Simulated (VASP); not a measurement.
# SiC (I-4m2) in VASP: further runs

The runs below take SiC through single point, with PBEsol.

Everything below comes from runs of VASP 6.6.1. Logs are shortened: lines on timing, memory, paths and dates and some standing lists are left out, and cuts for length are marked.

**1. The cell of the first run**

It takes space group I-4m2 (No. 119, tetragonal). Conventional cell: a = 3.451 Å, b = 3.451 Å, c = 3.451 Å, α = 90.00°, β = 90.00°, γ = 90.00°. Si (site symmetry -4m2) has 4 C at 1.93 Å within 2.6 Å. C (site symmetry -4m2) has 4 Si at 1.93 Å within 2.6 Å.

**2. Single point, PBEsol**

The input, INCAR:

```
SYSTEM = SiC
PREC     = Accurate       ! precision mode
ENCUT    = 520            ! plane-wave cutoff, eV
EDIFF    = 1E-7           ! SCF threshold, eV
ISMEAR   = 0              ! smearing method
SIGMA    = 0.05           ! smearing width, eV
LREAL    = .FALSE.        ! projectors in reciprocal space
LASPH    = .TRUE.         ! aspherical terms in the spheres
NELM     = 60             ! most SCF steps
ALGO     = Normal         ! electronic algorithm
ISIF     = 2              ! what is computed and relaxed
LWAVE    = .FALSE.        ! write WAVECAR
LCHARG   = .FALSE.        ! write CHGCAR
GGA      = PS             ! functional
NBANDS   = 11             ! bands
```

The input, KPOINTS:

```
Automatic mesh
0
G
  12 12 12
  0 0 0
```

The input, POSCAR:

```
SiC
1.0
    0.0000000000      2.4403553397      1.7253312252
    2.4403553397      0.0000000000      1.7253312252
    2.4403553397      2.4403553397      0.0000000000
Si C
1 1
Direct
    0.0000000000      0.0000000000      0.0000000000
    0.7500000000      0.7500000000      0.7500000000
```

Potentials or basis: VASP PAW PBE potentials, release 64 (Si, C).

The run is started by

```bash
> cat potpaw_PBE.64/Si/POTCAR potpaw_PBE.64/C/POTCAR > POTCAR
> mpirun -np 1 vasp_std > vasp.out
```

OUTCAR:

```text
SYSTEM = SiC
   PREC = Accurate
   ENCUT = 520
   EDIFF = 1E-7
   ISMEAR = 0
   LREAL = .FALSE.
   LASPH = .TRUE.
   NELM = 60
   ISIF = 2
   GGA = PS

 ion  position               nearest neighbor table
   1  0.000  0.000  0.000-   2 1.93   2 1.93   2 1.93   2 1.93
   2  0.750  0.750  0.750-   1 1.93   1 1.93   1 1.93   1 1.93

  LATTYP: Found a body centered tetragonal cell.
 ALAT       =     3.4511836184
 C/A-ratio  =     0.9998489886

  Lattice vectors:

 A1 = (   0.0000000000,  -2.4403553397,  -1.7253312252)
 A2 = (   0.0000000000,   2.4403553397,  -1.7253312252)
 A3 = (   2.4403553397,   0.0000000000,   1.7253312252)

Analysis of symmetry for initial positions (statically):
=====================================================================
 Subroutine PRICEL returns:
 Original cell was already a primitive cell.

 Routine SETGRP: Setting up the symmetry group for a
 body centered tetragonal supercell.

 Subroutine GETGRP returns: Found  8 space group operations
 (whereof  8 operations were pure point group operations)
 out of a pool of 16 trial point group operations.

The static configuration has the point symmetry D_2d.

Analysis of symmetry for dynamics (positions and initial velocities):
=====================================================================
 Subroutine PRICEL returns:
 Original cell was already a primitive cell.

 Routine SETGRP: Setting up the symmetry group for a
 body centered tetragonal supercell.

 Subroutine GETGRP returns: Found  8 space group operations
 (whereof  8 operations were pure point group operations)
 out of a pool of 16 trial point group operations.

The dynamic configuration has the point symmetry D_2d.

 Subroutine INISYM returns: Found  8 space group operations
 (whereof  8 operations are pure point group operations),
 and found     1 'primitive' translations

----------------------------------------------------------------------------------------

                                     Primitive cell

  volume of cell :      20.5498

  direct lattice vectors                    reciprocal lattice vectors
     0.000000000  2.440355340  1.725331225    -0.204888195  0.204888195  0.289799427
     2.440355340  0.000000000  1.725331225     0.204888195 -0.204888195  0.289799427
     2.440355340  2.440355340  0.000000000     0.204888195  0.204888195 -0.289799427

  length of vectors
     2.988662246  2.988662246  3.451183618     0.409807336  0.409807336  0.409807336

  position of ions in fractional coordinates (direct lattice)
     0.000000000  0.000000000  0.000000000
     0.750000000  0.750000000  0.750000000

  ion indices of the primitive-cell ions
   primitive index   ion index
                 1           1
                 2           2

----------------------------------------------------------------------------------------

 KPOINTS: Automatic mesh

Automatic generation of k-mesh.
 Grid dimensions read from file:
 generate k-points for:   12   12   12

 Generating k-lattice:

  Cartesian coordinates                     Fractional coordinates (reciprocal lattice)
    -0.017074016  0.017074016  0.024149952     0.083333333  0.000000000  0.000000000
     0.017074016 -0.017074016  0.024149952     0.000000000  0.083333333  0.000000000
     0.017074016  0.017074016 -0.024149952     0.000000000  0.000000000  0.083333333

  Length of vectors
     0.034150611  0.034150611  0.034150611

  Shift w.r.t. Gamma in fractional coordinates (k-lattice)
     0.000000000  0.000000000  0.000000000

 Subroutine IBZKPT returns following result:
 ===========================================

 Found    163 irreducible k-points:

 Following reciprocal coordinates:
            Coordinates               Weight
  0.000000  0.000000  0.000000      1.000000
  0.083333 -0.000000  0.000000      8.000000
  0.166667  0.000000  0.000000      8.000000
  0.250000 -0.000000  0.000000      8.000000
  0.333333  0.000000  0.000000      8.000000
  0.416667  0.000000  0.000000      8.000000
[... 16 lines left out ...]
  0.500000  0.166667  0.000000      8.000000
 -0.416667  0.166667  0.000000      8.000000
 [... further k-points ...]
   k-points           NKPTS =    163   k-points in BZ     NKDIM =    163   number of bands    NBANDS=     11
   number of dos      NEDOS =    301   number of ions     NIONS =      2
   total plane-waves  NPLWV =  16128
   dimension x,y,z NGX =    24 NGY =   24 NGZ =   28
   dimension x,y,z NGXF=    48 NGYF=   48 NGZF=   56
   ions per type =               1   1
   NGX,Y,Z   is equivalent  to a cutoff of  13.35, 13.35, 13.49 a.u.
   NGXF,Y,Z  is equivalent  to a cutoff of  26.70, 26.70, 26.98 a.u.
 SYSTEM =  SiC
   PREC   = accura    normal or accurate (medium, high low for compatibility)
   ISTART =      0    job   : 0-new  1-cont  2-samecut
   ICHARG =      2    charge: 1-file 2-atom 10-const
   ISPIN  =      1    spin polarized calculation?
   LNONCOLLINEAR =      F non collinear calculations
   LSORBIT =      F    spin-orbit coupling
   LASPH  =      T    aspherical Exc in radial PAW
   ENCUT  =  520.0 eV  38.22 Ry    6.18 a.u.   5.56  5.56  6.42*2*pi/ulx,y,z
   NELM   =     60;   NELMIN=  2; NELMDL= -5     # of ELM steps
   EDIFF  = 0.1E-06   stopping-criterion for ELM
   LREAL  =      F    real-space projection
   EDIFFG = 0.1E-05   stopping-criterion for IOM
   NSW    =      0    number of steps for IOM
   IBRION =     -1    ionic relax: 0-MD 1-quasi-New 2-CG
   NFREE  =      0    steps in history (QN), initial steepest desc. (CG)
   ISIF   =      2    stress and relaxation
   ISYM   =      2    0-nonsym 1-usesym 2-fastsym
   POTIM  = 0.5000    time-step for ionic-motion
   TEBEG  =    0.0;   TEEND  =   0.0 temperature during run
   PSTRESS=    0.0 pullay stress
   NELECT =       8.0000    total number of electrons
   NUPDOWN=      -1.0000    fix difference up-down
   EMIN   =  10.00;   EMAX   =-10.00  energy-range for DOS
   EFERMI =   0.00;   METHOD = LEGACY
   ISMEAR =     0;   SIGMA  =   0.05  broadening in eV -4-tet -1-fermi 0-gaus
   EFERMI_NEDOS =   21; number of points for ismear=-14 and -15
   IALGO  =     38    algorithm
   IMIX   =      4    mixing-type and parameters
     AMIX     =   0.40;   BMIX     =  1.00
     AMIX_MAG =   1.60;   BMIX_MAG =  1.00
  volume/ion in A,a.u.               =      10.27        69.34
  Fermi-wavevector in a.u.,A,eV,Ry     =   1.195369  2.258920 19.441458  1.428907
  Thomas-Fermi vector in A             =   2.331336
   LORBIT       =      0    0 simple, 1 ext, 2 COOP (PROOUT), +10 PAW based schemes
   GGA     = PS    functional components
   LHFCALC =     F    Hartree Fock is set to
   AEXX    =    0.0000 exact exchange contribution
   IVDW    =     0    specifies the selected vdW correction
   LEPSILON=     F    determine dielectric tensor
   LRPA    =     F    only Hartree local field effects (RPA)
 non-spin polarized calculation
 Gauss-broadening in eV      SIGMA  =   0.05
  energy-cutoff  :      520.00
  volume of cell :       20.55
 maximum number of plane-waves:       586
 NGX is ok and might be reduce to    24

 number of electron       8.0000000 magnetization

 Free energy of the ion-electron system (eV)
  ---------------------------------------------------
  ext. energy  EPLUGINS =         0.00000000
  ---------------------------------------------------
  free energy    TOTEN  =       -15.08425711 eV

  energy without entropy =      -15.08372549  energy(sigma->0) =      -15.08399130

 E-fermi :   8.9984     XC(G=0): -11.6451

 val. band max:        8.9979822604   @ k =   0.5000   0.4167   0.0833
 cond. band min:       9.0180142551   @ k =  -0.4167   0.4167   0.0000
 fundamental gap:      0.0200319946
 Fermi energy:         8.9983932672

 k-point     1 :       0.0000    0.0000    0.0000
  band No.  band energies     occupation
      1      -7.1870      2.00000
      2       7.9932      2.00000
      3       7.9932      2.00000
      4       9.6357      0.00000
      5      14.0450      0.00000
      6      15.6033      0.00000
      7      16.5798      0.00000
      8      16.5798      0.00000
      9      18.0450      0.00000
     10      22.2333      0.00000
     11      22.4466      0.00000

 k-point     2 :       0.0833   -0.0000    0.0000
  band No.  band energies     occupation
      1      -7.0398      2.00000
      2       7.5518      2.00000
      3       7.7856      2.00000
      4       9.3241      0.00000
      5      14.3481      0.00000
      6      15.2022      0.00000
      7      16.2457      0.00000
      8      16.7934      0.00000
      9      18.4027      0.00000
     10      21.2178      0.00000
     11      23.2139      0.00000

 k-point     3 :       0.1667    0.0000    0.0000
  band No.  band energies     occupation
      1      -6.6018      2.00000
      2       6.2014      2.00000
      3       7.2848      2.00000
      4       8.9298      1.94764
      5      13.6249      0.00000
      6      15.4027      0.00000
      7      15.6924      0.00000
      8      17.3973      0.00000
      9      19.6535      0.00000
     10      20.9819      0.00000
     11      25.0323      0.00000

 k-point     4 :       0.2500   -0.0000    0.0000
  band No.  band energies     occupation
      1      -5.8868      2.00000
      2       4.3578      2.00000
      3       6.7106      2.00000
      4       8.6450      2.00000
      5      12.5447      0.00000
      6      14.5239      0.00000
      7      16.5860      0.00000
      8      18.2605      0.00000
      9      21.4115      0.00000
     10      21.5601      0.00000
     11      27.2904      0.00000

 k-point     5 :       0.3333    0.0000    0.0000
  band No.  band energies     occupation
      1      -4.9309      2.00000
      2       2.4312      2.00000
      3       6.2214      2.00000
      4       8.4168      2.00000
      5      11.7240      0.00000
      6      13.8322      0.00000
      7      17.4954      0.00000
      8      19.0933      0.00000
      9      22.1767      0.00000
     10      23.8173      0.00000
     11      26.5288      0.00000
[... 211 lines left out ...]
 k-point    21 :       0.3333    0.1667    0.0000
  band No.  band energies     occupation
      1      -4.4131      2.00000
      2       3.0165      2.00000
      3       5.2779      2.00000
      4       6.7839      2.00000
      5      11.4574      0.00000
      6      15.1274      0.00000
      7      15.8056      0.00000
      8      18.1699      0.00000
      9      23.0012      0.00000
     10      25.2442      0.00000
     11      27.2152      0.00000

 k-point    22 :       0.4167    0.1667    0.0000
  band No.  band energies     occupation
      1      -3.3692      2.00000
      2       1.3179      2.00000
      3       4.9369      2.00000
      4       6.6833      2.00000
      5      11.5712      0.00000
      6      15.2017      0.00000
      7      15.4438      0.00000
      8      18.1688      0.00000
      9      24.9089      0.00000
     10      25.3397      0.00000
     11      27.5049      0.00000

 k-point    23 :       0.5000    0.1667    0.0000
  band No.  band energies     occupation
      1      -2.7187      2.00000
      2       0.3932      2.00000
      3       4.8224      2.00000
      4       6.6464      2.00000
      5      11.6732      0.00000
      6      15.3010      0.00000
      7      15.7927      0.00000
      8      17.7335      0.00000
      9      24.5537      0.00000
     10      26.5540      0.00000
     11      26.9195      0.00000

 k-point    24 :      -0.4167    0.1667    0.0000
  band No.  band energies     occupation
      1      -3.2961      2.00000
      2       1.0853      2.00000
      3       4.9448      2.00000
      4       6.7361      2.00000
      5      11.7027      0.00000
      6      15.3949      0.00000
      7      16.4573      0.00000
      8      17.7589      0.00000
      9      23.4103      0.00000
     10      25.2931      0.00000
     11      25.7930      0.00000

 [... further k-points ...]

------------------------ aborting loop because EDIFF is reached ----------------------------------------

  FORCE on cell =-STRESS in cart. coord.  units (eV):
  Direction    XX          YY          ZZ          XY          YZ          ZX
  --------------------------------------------------------------------------------------
  -------------------------------------------------------------------------------------
  Total       -2.9274161     -2.9274161      2.8989183      0.0000000      0.0000000      0.0000000
  in kB     -228.2372000   -228.2372000    226.0153557      0.0000000      0.0000000      0.0000000
  external PRESSURE =     -76.8196815 kB  Pullay stress =       0.0000000 kB

 VOLUME and BASIS-vectors are now :
 -----------------------------------------------------------------------------
  energy-cutoff  :      520.00
  volume of cell :       20.55
      direct lattice vectors                 reciprocal lattice vectors
     0.000000000  2.440355340  1.725331225    -0.204888195  0.204888195  0.289799427
     2.440355340  0.000000000  1.725331225     0.204888195 -0.204888195  0.289799427
     2.440355340  2.440355340  0.000000000     0.204888195  0.204888195 -0.289799427

 POSITION                                       TOTAL-FORCE (eV/Angst)
 -----------------------------------------------------------------------------------
      0.00000      0.00000      0.00000        -0.000000     -0.000000     -0.000000
      3.66053      3.66053      2.58800         0.000000      0.000000      0.000000
 -----------------------------------------------------------------------------------
    total drift:                                0.000000      0.000000      0.000000

  FREE ENERGIE OF THE ION-ELECTRON SYSTEM (eV)
  ---------------------------------------------------
  free  energy   TOTEN  =       -15.0842571144 eV

  energy  without entropy=      -15.0837254884  energy(sigma->0) =      -15.08399130
```

It took 18 s on 1 thread of Intel Xeon 6975P-C (Granite Rapids), shared host; peak memory 0.16 GiB.

What came out:

```yaml
Free_energy: -15.0843 eV
Pressure: -7.7 GPa
Band_gap_on_the_k_mesh: zero (band 4 reaches 9.64 eV, above the bottom of band 5 at 8.32 eV)
```

Caveat: the PAW data sets were made with another functional, which shifts forces and pressure a little.

**3. Single point, PBEsol**

This run uses another cell than the first one, of the same volume but with other edges.

The input, INCAR:

```
SYSTEM = SiC
  PREC = Accurate
  ENCUT = 520
  EDIFF = 1E-7
  ISMEAR = 0
  SIGMA = 0.05
  LREAL = .False.
  LASPH = .True.
  NELM = 60
  ALGO = Normal
  ISIF = 2
  LWAVE = .False.
  LCHARG = .False.
  GGA = PS
  NBANDS = 11
```

The input, KPOINTS:

```
Automatic mesh
0
Gamma
  12 12 12
  0 0 0
```

The input, POSCAR:

```
SiC
1.0
    0.0000000000      1.9369113167      2.7387926018
    1.9369113167      0.0000000000      2.7387926018
    1.9369113167      1.9369113167      0.0000000000
Si C
1 1
Direct
    0.0000000000      0.0000000000      0.0000000000
    0.7500000000      0.7500000000      0.7500000000
```

Potentials or basis: VASP PAW PBE potentials, release 64 (Si, C).

The run is started by

```bash
> cat potpaw_PBE.64/Si/POTCAR potpaw_PBE.64/C/POTCAR > POTCAR
> mpirun -np 1 vasp_std > vasp.out
```

OUTCAR:

```text
SYSTEM = SiC
   PREC = Accurate
   ENCUT = 520
   EDIFF = 1E-7
   ISMEAR = 0
   LREAL = .False.
   LASPH = .True.
   NELM = 60
   ISIF = 2
   GGA = PS

 ion  position               nearest neighbor table
   1  0.000  0.000  0.000-   2 1.94   2 1.94   2 1.94   2 1.94
   2  0.750  0.750  0.750-   1 1.94   1 1.94   1 1.94   1 1.94

  LATTYP: Found a body centered tetragonal cell.
 ALAT       =     2.7392062532
 C/A-ratio  =     1.9996979772

  Lattice vectors:

 A1 = (  -1.9369113167,   0.0000000000,   2.7387926018)
 A2 = (   1.9369113167,   0.0000000000,   2.7387926018)
 A3 = (   0.0000000000,   1.9369113167,  -2.7387926018)

Analysis of symmetry for initial positions (statically):
=====================================================================
 Subroutine PRICEL returns:
 Original cell was already a primitive cell.

 Routine SETGRP: Setting up the symmetry group for a
 body centered tetragonal supercell.

 Subroutine GETGRP returns: Found  8 space group operations
 (whereof  8 operations were pure point group operations)
 out of a pool of 16 trial point group operations.

The static configuration has the point symmetry D_2d.

Analysis of symmetry for dynamics (positions and initial velocities):
[... 174 lines left out ...]
      6      15.5314      0.00000
      7      15.9667      0.00000
      8      15.9667      0.00000
      9      19.0206      0.00000
     10      21.1992      0.00000
     11      24.6563      0.00000
[... 309 lines left out ...]
 k-point    24 :      -0.4167    0.1667    0.0000
  band No.  band energies     occupation
      1      -3.0134      2.00000
      2       0.0047      2.00000
      3       2.9811      2.00000
      4       9.6556      1.99999
      5      11.8128      0.00000
      6      16.4818      0.00000
      7      18.9359      0.00000
      8      19.2541      0.00000
      9      23.7423      0.00000
     10      23.9182      0.00000
     11      25.8367      0.00000

 [... further k-points ...]

------------------------ aborting loop because EDIFF is reached ----------------------------------------

  FORCE on cell =-STRESS in cart. coord.  units (eV):
  Direction    XX          YY          ZZ          XY          YZ          ZX
  --------------------------------------------------------------------------------------
  -------------------------------------------------------------------------------------
  Total        5.2868716      5.2868716    -11.1930047      0.0000000     -0.0000000      0.0000000
  in kB      412.1931132    412.1931132   -872.6672009      0.0000000     -0.0000000      0.0000000
  external PRESSURE =     -16.0936581 kB  Pullay stress =       0.0000000 kB

 VOLUME and BASIS-vectors are now :
 -----------------------------------------------------------------------------
  energy-cutoff  :      520.00
  volume of cell :       20.55
      direct lattice vectors                 reciprocal lattice vectors
     0.000000000  1.936911317  2.738792602    -0.258142949  0.258142949  0.182562199
     1.936911317  0.000000000  2.738792602     0.258142949 -0.258142949  0.182562199
     1.936911317  1.936911317  0.000000000     0.258142949  0.258142949 -0.182562199

 POSITION                                       TOTAL-FORCE (eV/Angst)
 -----------------------------------------------------------------------------------
      0.00000      0.00000      0.00000         0.000000      0.000000      0.000000
      2.90537      2.90537      4.10819        -0.000000     -0.000000     -0.000000
 -----------------------------------------------------------------------------------
    total drift:                                0.000000      0.000000     -0.000000

  FREE ENERGIE OF THE ION-ELECTRON SYSTEM (eV)
  ---------------------------------------------------
  free  energy   TOTEN  =       -14.0047504144 eV

  energy  without entropy=      -14.0040026543  energy(sigma->0) =      -14.00437653
```

It took 23 s on 1 thread of Intel Xeon 6975P-C (Granite Rapids), shared host; peak memory 0.16 GiB.

Results:

| Property | Result |
| --- | --- |
| Free energy | -14.0048 eV |
| Pressure | -1.6 GPa |
| Band gap on the k mesh | zero (band 4 reaches 10.19 eV, above the bottom of band 5 at 9.04 eV) |

Stress tensor (GPa, compression positive):
```
 41.22   0.00   0.00
  0.00  41.22   0.00
  0.00   0.00 -87.27
```

Levels at points of the mesh, in eV from the Fermi level:
| k point | band 2 | band 3 | band 4 | band 5 | band 6 | band 7 |
| --- | --- | --- | --- | --- | --- | --- |
| (0.00, 0.00, 0.00) | -3.96 | -0.02 | -0.02 | 1.66 | 5.72 | 6.15 |
| (0.50, 0.00, 0.00) | -10.06 | -4.81 | -0.57 | 0.15 | 7.80 | 8.60 |
| (0.50, 0.50, 0.00) | -12.14 | -1.79 | -1.79 | 2.41 | 6.73 | 8.87 |
| (0.50, 0.00, 0.50) | -7.71 | -5.79 | -4.99 | -0.78 | 0.99 | 6.40 |

Caveat: the PAW data sets were made with another functional, which shifts forces and pressure a little.

(Continued in part 2 of 2.)
